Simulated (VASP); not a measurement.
# AlN (Pm) in VASP: further runs

The runs below take AlN through single point, with LDA.

All numbers are computed with VASP 6.6.1; they aren't measurements. Logs are shortened: lines on timing, memory, paths and dates and some standing lists are left out, and cuts for length are marked.

### 1 The cell of the first run

Symmetry: Pm, No. 6, monoclinic system. Conventional cell: a = 3.276 Å, b = 4.101 Å, c = 5.674 Å, α = 90.00°, β = 90.00°, γ = 90.00°. Al (site symmetry m) has 4 N at 1.56 to 2.11 Å within 2.2 Å. Within 2.5 Å of Al (site symmetry m) lie 5 N at 1.89 to 2.05 Å. Within 2.6 Å of Al (site symmetry m) lie 5 N at 1.89 to 2.05 Å and 2 Al at 2.58 Å. Within 2.5 Å of Al (site symmetry m) lie 5 N at 1.89 to 2.05 Å. N (site symmetry m) has 5 Al at 1.89 to 2.11 Å within 2.5 Å. N (site symmetry m) has 5 Al at 1.89 to 2.05 Å within 2.5 Å. Within 2.1 Å of N (site symmetry m) lie 5 Al at 1.56 to 2.05 Å. N (site symmetry m) has 5 Al at 1.89 to 2.39 Å within 2.5 Å.

### 2 Single point, LDA (atom 1 (Al) moved by +0.496 Å along [1 0 0] and +0.124 Å along [1 2 0])

INCAR

```
SYSTEM = AlN
ALGO     = Normal         ! electronic algorithm
EDIFF    = 1E-6           ! SCF threshold, eV
ENCUT    = 520            ! plane-wave cutoff, eV
ISIF     = 2              ! what is computed and relaxed
ISMEAR   = 0              ! smearing method
LASPH    = .TRUE.         ! aspherical terms in the spheres
LCHARG   = .FALSE.        ! write CHGCAR
LREAL    = .FALSE.        ! projectors in reciprocal space
LWAVE    = .FALSE.        ! write WAVECAR
NBANDS   = 26             ! bands
NELM     = 100            ! most SCF steps
PREC     = Accurate       ! precision mode
SIGMA    = 0.05           ! smearing width, eV
```

KPOINTS

```
k-points
0
G
  8 6 4
  0 0 0
```

POSCAR

```
AlN
1.0
   -1.6378403119      2.8368226349      0.0000000000
    0.0000000000      0.0000000000      4.1006264518
    4.9135209358      2.8368226349      0.0000000000
Al N
4 4
Direct
    0.4570736998      0.7500000000      0.2533038421
    1.0000000000      0.7500000000      0.6666666667
    0.0000000000      0.2500000000      0.3333333333
    0.5000000000      0.2500000000      0.8333333333
    0.5000000000      0.2500000000      0.1666666667
    1.0000000000      0.2500000000      0.6666666667
    0.0000000000      0.7500000000      0.3333333333
    0.5000000000      0.7500000000      0.8333333333
```

Potentials or basis: VASP PAW LDA potentials, release 64 (Al, N).

Launch:

```bash
> cat potpaw_LDA.64/Al/POTCAR potpaw_LDA.64/N/POTCAR > POTCAR
> mpirun -np 1 vasp_std > vasp.out
```

OUTCAR:

```text
SYSTEM = AlN
   EDIFF = 1E-6
   ENCUT = 520
   ISIF = 2
   ISMEAR = 0
   LASPH = .TRUE.
   LREAL = .FALSE.
   NELM = 100
   PREC = Accurate

 ion  position               nearest neighbor table
   1  0.457  0.750  0.253-   7 1.56   7 1.84   5 2.11   5 2.11   8 2.39   3 2.58   3 2.58   3 2.75
                             3 2.75   2 2.78   2 2.94   4 3.15   4 3.15
   2  0.000  0.750  0.667-   8 1.89   8 1.89   7 1.89   6 2.05   6 2.05   1 2.78   4 2.79   4 2.79
                             4 2.79   4 2.79   3 2.79   3 2.79   1 2.94
   3  0.000  0.250  0.333-   5 1.89   5 1.89   6 1.89   7 2.05   7 2.05   1 2.58   1 2.58   1 2.75
                             1 2.75   2 2.79   2 2.79   4 3.28   4 3.28   4 3.28   4 3.28
   4  0.500  0.250  0.833-   6 1.89   6 1.89   5 1.89   8 2.05   8 2.05   2 2.79   2 2.79   2 2.79
                             2 2.79   1 3.15   1 3.15   3 3.28   3 3.28   3 3.28   3 3.28
   5  0.500  0.250  0.167-   3 1.89   3 1.89   4 1.89   1 2.11   1 2.11
   6  0.000  0.250  0.667-   4 1.89   4 1.89   3 1.89   2 2.05   2 2.05
   7  0.000  0.750  0.333-   1 1.56   1 1.84   2 1.89   3 2.05   3 2.05
   8  0.500  0.750  0.833-   2 1.89   2 1.89   4 2.05   4 2.05   1 2.39

  LATTYP: Found a simple orthorhombic cell.
 ALAT       =     3.2756806238
 B/A-ratio  =     1.2518395176
 C/A-ratio  =     1.7320508076

  Lattice vectors:

 A1 = (  -1.6378403119,   2.8368226349,   0.0000000000)
 A2 = (   0.0000000000,   0.0000000000,   4.1006264518)
 A3 = (   4.9135209358,   2.8368226349,   0.0000000000)

Analysis of symmetry for initial positions (statically):
=====================================================================
 Subroutine PRICEL returns:
 Original cell was already a primitive cell.

 Routine SETGRP: Setting up the symmetry group for a
 simple orthorhombic supercell.

 Subroutine GETGRP returns: Found  2 space group operations
 (whereof  1 operations were pure point group operations)
 out of a pool of  8 trial point group operations.

The static configuration has the point symmetry C_1 .
 The point group associated with its full space group is C_1h.

Analysis of symmetry for dynamics (positions and initial velocities):
=====================================================================
 Subroutine PRICEL returns:
 Original cell was already a primitive cell.

 Routine SETGRP: Setting up the symmetry group for a
 simple orthorhombic supercell.

 Subroutine GETGRP returns: Found  2 space group operations
 (whereof  1 operations were pure point group operations)
 out of a pool of  8 trial point group operations.

The dynamic configuration has the point symmetry C_1 .
 The point group associated with its full space group is C_1h.

 Subroutine INISYM returns: Found  2 space group operations
 (whereof  1 operations are pure point group operations),
[... 120 lines left out ...]
   NUPDOWN=      -1.0000    fix difference up-down
   EMIN   =  10.00;   EMAX   =-10.00  energy-range for DOS
   EFERMI =   0.00;   METHOD = LEGACY
   ISMEAR =     0;   SIGMA  =   0.05  broadening in eV -4-tet -1-fermi 0-gaus
   EFERMI_NEDOS =   21; number of points for ismear=-14 and -15
   IALGO  =     38    algorithm
   IMIX   =      4    mixing-type and parameters
     AMIX     =   0.40;   BMIX     =  1.00
     AMIX_MAG =   1.60;   BMIX_MAG =  1.00
  volume/ion in A,a.u.               =       9.53        64.29
  Fermi-wavevector in a.u.,A,eV,Ry     =   1.225896  2.316607 20.447110  1.502820
  Thomas-Fermi vector in A             =   2.360917
   LORBIT       =      0    0 simple, 1 ext, 2 COOP (PROOUT), +10 PAW based schemes
   GGA     = CA    functional components
   LHFCALC =     F    Hartree Fock is set to
   AEXX    =    0.0000 exact exchange contribution
   IVDW    =     0    specifies the selected vdW correction
   LEPSILON=     F    determine dielectric tensor
   LRPA    =     F    only Hartree local field effects (RPA)
 non-spin polarized calculation
 Gauss-broadening in eV      SIGMA  =   0.05
  energy-cutoff  :      520.00
  volume of cell :       76.21
 maximum number of plane-waves:      2088
   NGX = 13   NGY = 15   NGZ = 21

 number of electron      32.0000003 magnetization

 Free energy of the ion-electron system (eV)
  ---------------------------------------------------
  ext. energy  EPLUGINS =         0.00000000
  ---------------------------------------------------
  free energy    TOTEN  =       -62.51316146 eV

  energy without entropy =      -62.51316146  energy(sigma->0) =      -62.51316146

 E-fermi :   8.4349     XC(G=0): -11.6696

 val. band max:        8.1681763069   @ k =   0.0000   0.0000   0.0000
 cond. band min:      10.8293332641   @ k =   0.0000   0.0000   0.0000
 fundamental gap:      2.6611569571
 Fermi energy:         8.4349267725

 k-point     1 :       0.0000    0.0000    0.0000
  band No.  band energies     occupation
      1      -9.2475      2.00000
      2      -6.8927      2.00000
      3      -5.8428      2.00000
      4      -4.3629      2.00000
      5       0.6977      2.00000
      6       1.3730      2.00000
[... 685 lines left out ...]
     25      17.7883      0.00000
     26      18.3613      0.00000

 [... further k-points ...]

------------------------ aborting loop because EDIFF is reached ----------------------------------------

  FORCE on cell =-STRESS in cart. coord.  units (eV):
  Direction    XX          YY          ZZ          XY          YZ          ZX
  --------------------------------------------------------------------------------------
  -------------------------------------------------------------------------------------
  Total        6.1990336      7.7078761      0.4420066     -8.2370644      0.0000000      0.0000000
  in kB      130.3228689    162.0434076      9.2923459   -173.1685825      0.0000000      0.0000000
  external PRESSURE =     100.5528741 kB  Pullay stress =       0.0000000 kB

 VOLUME and BASIS-vectors are now :
 -----------------------------------------------------------------------------
  energy-cutoff  :      520.00
  volume of cell :       76.21
      direct lattice vectors                 reciprocal lattice vectors
    -1.637840312  2.836822635  0.000000000    -0.152640033  0.264380293  0.000000000
     0.000000000  0.000000000  4.100626452     0.000000000  0.000000000  0.243865178
     4.913520936  2.836822635  0.000000000     0.152640033  0.088126764  0.000000000

 POSITION                                       TOTAL-FORCE (eV/Angst)
 -----------------------------------------------------------------------------------
      0.49600      2.01522      3.07547       -10.223311      3.788959      0.000000
      3.27568      1.89122      3.07547         2.132503      1.074793      0.000000
      1.63784      0.94561      1.02516         0.001959     -0.612312      0.000000
      3.27568      3.78243      1.02516         0.482404      0.312636      0.000000
      0.00000      1.89122      1.02516         1.943377      0.801874      0.000000
      3.27568      1.89122      1.02516        -0.808111     -0.477593      0.000000
      1.63784      0.94561      3.07547         6.668074     -4.636558      0.000000
      3.27568      3.78243      3.07547        -0.196895     -0.251800      0.000000
 -----------------------------------------------------------------------------------
    total drift:                                0.000360      0.000014     -0.000000

  FREE ENERGIE OF THE ION-ELECTRON SYSTEM (eV)
  ---------------------------------------------------
  free  energy   TOTEN  =       -62.5131614636 eV

  energy  without entropy=      -62.5131614636  energy(sigma->0) =      -62.51316146
```

OSZICAR:

```text
N       E                     dE             d eps       ncg     rms          rms(c)
DAV:   1     0.107681764443E+03    0.10768E+03   -0.15047E+04  3752   0.112E+03
DAV:   2    -0.643245569187E+02   -0.17201E+03   -0.16081E+03  5044   0.224E+02
DAV:   3    -0.728741945587E+02   -0.85496E+01   -0.84994E+01  5066   0.512E+01
DAV:   4    -0.729439699283E+02   -0.69775E-01   -0.69726E-01  4502   0.524E+00
DAV:   5    -0.729448694067E+02   -0.89948E-03   -0.89921E-03  5010   0.585E-01    0.176E+01
DAV:   6    -0.628244296437E+02    0.10120E+02   -0.30954E+01  4614   0.295E+01    0.642E+00
DAV:   7    -0.626440794442E+02    0.18035E+00   -0.15348E+00  4820   0.634E+00    0.393E+00
DAV:   8    -0.625259537426E+02    0.11813E+00   -0.12153E-01  4700   0.237E+00    0.978E-01
DAV:   9    -0.625132285961E+02    0.12725E-01   -0.16749E-02  4972   0.792E-01    0.304E-01
DAV:  10    -0.625132623500E+02   -0.33754E-04   -0.29054E-03  4600   0.358E-01    0.151E-01
DAV:  11    -0.625131638311E+02    0.98519E-04   -0.39707E-04  4630   0.146E-01    0.584E-02
DAV:  12    -0.625131641425E+02   -0.31147E-06   -0.15234E-04  4586   0.736E-02    0.170E-02
DAV:  13    -0.625131613552E+02    0.27874E-05   -0.79801E-06  4848   0.234E-02    0.787E-03
DAV:  14    -0.625131614636E+02   -0.10849E-06   -0.29269E-06  3064   0.989E-03
   1 F= -.62513161E+02 E0= -.62513161E+02  d E =-.639828E-16
```

stdout:

```text
POSCAR found type information on POSCAR AlN
 POSCAR found :  2 types and       8 ions
 scaLAPACK will be used
 LDA part: xc-table for (Slater(with rela. corr.)+CA(PZ))
 , standard interpolation
 POSCAR, INCAR and KPOINTS ok, starting setup
 FFT: planning ... GRIDC
 FFT: planning ... GRID_SOFT
 FFT: planning ... GRID
 WAVECAR not read
 entering main loop
```

Wall time 54 s (1 thread of AMD EPYC 9R45 (Zen 5), shared host); peak memory 0.19 GiB.

What came out:

| Item | Value |
| --- | --- |
| Free energy | -62.5132 eV |
| Pressure | 10.1 GPa |
| Largest force | 10.903 eV/Å |
| Band gap on the k mesh | 2.66 eV |

Forces in eV/Å, atoms in the order of the input:
```
Al  -10.223   3.789   0.000
Al    2.133   1.075   0.000
Al    0.002  -0.612   0.000
Al    0.482   0.313   0.000
N     1.943   0.802   0.000
N    -0.808  -0.478   0.000
N     6.668  -4.637   0.000
N    -0.197  -0.252   0.000
```

Stress tensor (GPa, compression positive):
```
 13.03 -17.32   0.00
-17.32  16.20   0.00
  0.00   0.00   0.93
```

Levels at points of the mesh, in eV from the valence-band top:
| k point | band 14 | band 15 | band 16 | band 17 | band 18 | band 19 |
| --- | --- | --- | --- | --- | --- | --- |
| (0.00, 0.00, 0.00) | -1.29 | -0.90 | 0.00 | 2.66 | 4.08 | 4.55 |
| (0.50, 0.00, 0.00) | -2.46 | -2.19 | -1.59 | 4.35 | 4.74 | 6.36 |
| (0.00, 0.50, 0.00) | -1.97 | -1.75 | -1.34 | 4.36 | 4.97 | 5.74 |
| (0.50, 0.50, 0.00) | -0.95 | -0.88 | -0.55 | 4.77 | 4.97 | 6.60 |
| (0.00, 0.00, 0.50) | -1.56 | -0.83 | -0.71 | 4.07 | 5.22 | 6.22 |
| (0.50, 0.00, 0.50) | -2.79 | -1.58 | -0.91 | 2.72 | 4.28 | 5.72 |
| (0.00, 0.50, 0.50) | -2.05 | -1.49 | -1.24 | 4.19 | 4.98 | 5.65 |
| (0.50, 0.50, 0.50) | -1.58 | -1.35 | -1.29 | 3.56 | 4.23 | 5.39 |

Caveat: the cell differs from its parent crystal (atom 1 (Al) moved by +0.496 Å along [1 0 0] and +0.124 Å along [1 2 0]); the stress differs along the axes, from 1 to 16 GPa; forces of over 1 eV/Å act on the atoms, so gaps and moduli don't describe the material at rest. A k mesh can miss the band edges.

### 3 Single point, LDA (atom 1 (Al) moved by -0.620 Å along [1 0 0] and +0.496 Å along [1 2 0])

INCAR

```
SYSTEM = AlN
  PREC = Accurate
  ENCUT = 520
  EDIFF = 1E-7
  ISMEAR = 0
  SIGMA = 0.05
  LREAL = .FALSE.
  LASPH = .TRUE.
  NELM = 60
  ALGO = Normal
  ISIF = 2
  LWAVE = .FALSE.
  LCHARG = .FALSE.
  GGA = CA
  NBANDS = 26
```

KPOINTS

```
Automatic mesh
0
G
  8 6 4
  0 0 0
```

Changes to POSCAR since step 2:

```diff
@@ -8,3 +8,3 @@
 Direct
-    0.4570736998      0.7500000000      0.2533038421
+    0.7257694462      0.7500000000      0.1157407211
     1.0000000000      0.7500000000      0.6666666667
```

Potentials or basis: VASP PAW LDA potentials, release 64 (Al, N).

Launch:

```bash
> cat potpaw_LDA.64/Al/POTCAR potpaw_LDA.64/N/POTCAR > POTCAR
> mpirun -np 1 vasp_std > vasp.out
```

OUTCAR:

```text
SYSTEM = AlN
   PREC = Accurate
   ENCUT = 520
   EDIFF = 1E-7
   ISMEAR = 0
   LREAL = .FALSE.
   LASPH = .TRUE.
   NELM = 60
   ISIF = 2
   GGA = CA

 ion  position               nearest neighbor table
   1  0.726  0.750  0.116-   7 1.53   8 1.76   5 2.20   5 2.20   3 2.56   3 2.56   2 2.70   4 2.71
                             4 2.71   2 3.25
   2  0.000  0.750  0.667-   8 1.89   8 1.89   7 1.89   6 2.05   6 2.05   1 2.70   4 2.79   4 2.79
                             4 2.79   4 2.79   3 2.79   3 2.79   1 3.25
   3  0.000  0.250  0.333-   5 1.89   5 1.89   6 1.89   7 2.05   7 2.05   1 2.56   1 2.56   2 2.79
                             2 2.79   4 3.28   4 3.28   4 3.28   4 3.28
[... 919 lines left out ...]
  external PRESSURE =     141.8861537 kB  Pullay stress =       0.0000000 kB

 VOLUME and BASIS-vectors are now :
 -----------------------------------------------------------------------------
  energy-cutoff  :      520.00
  volume of cell :       76.21
      direct lattice vectors                 reciprocal lattice vectors
    -1.637840312  2.836822635  0.000000000    -0.152640033  0.264380293  0.000000000
     0.000000000  0.000000000  4.100626452     0.000000000  0.000000000  0.243865178
     4.913520936  2.836822635  0.000000000     0.152640033  0.088126764  0.000000000

 POSITION                                       TOTAL-FORCE (eV/Angst)
 -----------------------------------------------------------------------------------
     -0.62000      2.38722      3.07547         0.806806     -9.749086      0.000000
      3.27568      1.89122      3.07547        -2.313380     -0.859921      0.000000
      1.63784      0.94561      1.02516        -0.134935      0.932116      0.000000
      3.27568      3.78243      1.02516         0.380796     -0.429851      0.000000
      0.00000      1.89122      1.02516        -2.052383      0.801798      0.000000
      3.27568      1.89122      1.02516         0.480507      0.324428      0.000000
      1.63784      0.94561      3.07547         4.217152      9.642806      0.000000
      3.27568      3.78243      3.07547        -1.384564     -0.662290      0.000000
 -----------------------------------------------------------------------------------
    total drift:                               -0.000026     -0.000182     -0.000000

  FREE ENERGIE OF THE ION-ELECTRON SYSTEM (eV)
  ---------------------------------------------------
  free  energy   TOTEN  =       -61.3255472714 eV

  energy  without entropy=      -61.3255472714  energy(sigma->0) =      -61.32554727
```

OSZICAR:

```text
N       E                     dE             d eps       ncg     rms          rms(c)
DAV:   1     0.107244638528E+03    0.10724E+03   -0.15028E+04  3752   0.112E+03
DAV:   2    -0.636206724136E+02   -0.17087E+03   -0.15858E+03  5002   0.224E+02
DAV:   3    -0.722395742140E+02   -0.86189E+01   -0.85605E+01  5034   0.513E+01
DAV:   4    -0.723076898252E+02   -0.68116E-01   -0.68068E-01  4520   0.520E+00
DAV:   5    -0.723085405851E+02   -0.85076E-03   -0.85054E-03  4940   0.573E-01    0.180E+01
DAV:   6    -0.616336164328E+02    0.10675E+02   -0.32098E+01  4538   0.307E+01    0.641E+00
DAV:   7    -0.614702654350E+02    0.16335E+00   -0.17336E+00  4768   0.674E+00    0.409E+00
DAV:   8    -0.613418360909E+02    0.12843E+00   -0.21096E-01  4714   0.291E+00    0.871E-01
DAV:   9    -0.613252981761E+02    0.16538E-01   -0.28642E-02  4856   0.122E+00    0.290E-01
DAV:  10    -0.613256042708E+02   -0.30609E-03   -0.58883E-03  4314   0.432E-01    0.220E-01
DAV:  11    -0.613255852658E+02    0.19005E-04   -0.55622E-04  4856   0.194E-01    0.583E-02
DAV:  12    -0.613255470828E+02    0.38183E-04   -0.16710E-04  5148   0.979E-02    0.187E-02
DAV:  13    -0.613255477088E+02   -0.62593E-06   -0.39971E-05  4760   0.378E-02    0.147E-02
DAV:  14    -0.613255474697E+02    0.23911E-06   -0.40351E-06  4722   0.129E-02    0.618E-03
DAV:  15    -0.613255472820E+02    0.18767E-06   -0.96780E-07  4404   0.590E-03    0.226E-03
DAV:  16    -0.613255472714E+02    0.10598E-07   -0.99710E-08  2338   0.201E-03
   1 F= -.61325547E+02 E0= -.61325547E+02  d E =-.105838E-10
```

Wall time 60 s (1 thread of AMD EPYC 9R45 (Zen 5), shared host); peak memory 0.19 GiB.

What came out:

- Free energy: -61.3255 eV
- Pressure: 14.2 GPa
- Largest force: 10.525 eV/Å
- Band gap on the k mesh: 1.95 eV

Forces on the atoms (eV/Å):
```
Al   0.807 -9.749  0.000
Al  -2.313 -0.860  0.000
Al  -0.135  0.932  0.000
Al   0.381 -0.430  0.000
N   -2.052  0.802  0.000
N    0.481  0.324  0.000
N    4.217  9.643  0.000
N   -1.385 -0.662  0.000
```

Levels at points of the mesh, in eV from the valence-band top:
```tsv
k point	band 13	band 14	band 15	band 16	band 17	band 18	band 19	band 20
(0.00, 0.00, 0.00)	-2.30	-1.83	-0.57	0.00	1.95	3.81	4.32	6.17
(0.50, 0.00, 0.00)	-3.15	-2.52	-2.17	-1.91	4.19	4.24	6.00	6.29
(0.00, 0.50, 0.00)	-2.61	-2.06	-1.77	-1.12	3.19	4.35	5.59	6.13
(0.50, 0.50, 0.00)	-1.63	-1.54	-1.06	-0.30	4.36	4.91	6.44	6.55
(0.00, 0.00, 0.50)	-2.10	-1.76	-0.77	-0.49	2.77	4.93	5.68	5.98
(0.50, 0.00, 0.50)	-3.44	-2.35	-1.89	-1.20	2.82	4.03	5.49	7.05
(0.00, 0.50, 0.50)	-2.37	-1.94	-1.76	-1.21	2.97	4.30	5.19	6.67
(0.50, 0.50, 0.50)	-2.34	-2.33	-1.84	-0.92	3.63	4.03	5.32	5.66
```

Caveat: the cell differs from its parent crystal (atom 1 (Al) moved by -0.620 Å along [1 0 0] and +0.496 Å along [1 2 0]); the stress differs along the axes, from 3 to 31 GPa; forces of over 1 eV/Å act on the atoms, so gaps and moduli don't describe the material at rest. A k mesh can miss the band edges.
